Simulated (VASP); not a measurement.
## Ni: single point with PBE

The system is Ni.

```
Ni
1.0
    -1.24328    1.24328    1.24328
     1.24328   -1.24328    1.24328
     1.24328    1.24328   -1.24328
Ni
1
Cartesian
  0.0000 0.0000 0.0000
```

This isn't the form of Ni at room conditions, which is fcc.

```
Program                : VASP 6.6.1
Task                   : single point
Functional             : PBE
Potentials or basis    : VASP PAW PBE potentials, release 64 (Ni)
Cutoff                 : 520 eV
k mesh                 : 19 × 19 × 19
Occupations            : fermi-dirac, width 0.05 eV
Spin                   : collinear spin, ferromagnetic start
Starting moments       : [1.0] μB
Dipole correction      : no
Further INCAR settings : ALGO = Normal; EDIFF = 1e-06; NBANDS = 15
```

```yaml
Pressure: 159.2 GPa
Band_gap_on_the_k_mesh: zero (filled and empty bands overlap)
Net_moment: 0.00 μB per cell
```

Levels at points of the mesh, in eV from the Fermi level:
Spin up:
```tsv
k point	band 2	band 3	band 4	band 5	band 6	band 7	band 8	band 9
(0.00, 0.00, 0.00)	-3.12	-3.12	-3.12	-0.96	-0.96	30.00	30.00	30.00
```
Spin down:
| k point | band 3 | band 4 | band 5 | band 6 | band 7 | band 8 |
| --- | --- | --- | --- | --- | --- | --- |
| (0.00, 0.00, 0.00) | -3.12 | -3.12 | -0.96 | -0.96 | 30.00 | 30.00 |

Run time: 46 s on 1 thread of Intel Xeon 8259CL, with other jobs on the host, peak memory 0.15 GiB.

Caveat: the cell stands under pressure.
